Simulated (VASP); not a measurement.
Wanted: the native input for a VASP 6.6.1 run.

* Task: relaxation of cell and atoms
* Functional: PBEsol
* Potentials or basis: VASP PAW PBE potentials, release 64 (Al, Au)
* Cutoff: 600 eV
* k mesh: 12 × 12 × 12
* Occupations: fermi-dirac, width 0.1 eV
* Spin: no spin polarisation
* Dipole correction: no
* Further INCAR settings: ALGO = Normal; EDIFF = 1e-06; IBRION = 2; EDIFFG = -0.002; NSW = 100; ISIF = 3

The structure of Al2Au lies in POSCAR:

```
Al2Au
1.0
    0.0000000000      3.0000000000      3.0000000000
    3.0000000000      0.0000000000      3.0000000000
    3.0000000000      3.0000000000      0.0000000000
Al Au
2 1
Direct
    0.2500000000      0.2500000000      0.2500000000
    0.7500000000      0.7500000000      0.7500000000
    0.0000000000      0.0000000000      0.0000000000
```

These files were run (other wordings do the same):

INCAR

```
SYSTEM = Al2Au
PREC = Accurate
ENCUT = 600
EDIFF = 1E-6
ISMEAR = -1
SIGMA = 0.1
LREAL = .FALSE.
LASPH = .TRUE.
NELM = 80
ALGO = Normal
ISIF = 3
LWAVE = .FALSE.
LCHARG = .FALSE.
GGA = PS
IBRION = 2
NSW = 100
EDIFFG = -0.002
```

KPOINTS

```
Automatic mesh
0
G
  12 12 12
  0 0 0
```

Potentials or basis: VASP PAW PBE potentials, release 64 (Al, Au).

Run with:

```bash
$ cat potpaw_PBE.64/Al/POTCAR potpaw_PBE.64/Au/POTCAR > POTCAR
$ mpirun -np 1 vasp_std > vasp.out
```

It gave:

| Property | Result |
| --- | --- |
| Relaxed volume | 18.01 Å³/atom |
| Relaxed cell | a = 4.243 Å, b = 4.243 Å, c = 4.243 Å, α = 60.00°, β = 60.00°, γ = 60.00° |
| Space group after relaxing (to 0.05 Å) | Fm-3m (No. 225) |
| Energy gained by relaxing | 0.0 meV/atom |
| Ionic steps | 3 |
| Pressure after relaxing | 0.0 GPa |

Caveat: the PAW data sets were made with another functional, which shifts forces and pressure a little.

Wall time 88 s on 1 thread of Intel(R) Xeon(R) Platinum 8259CL CPU @ 2.50GHz (Skylake/Cascade Lake), on a shared host, peak memory 0.25 GiB.
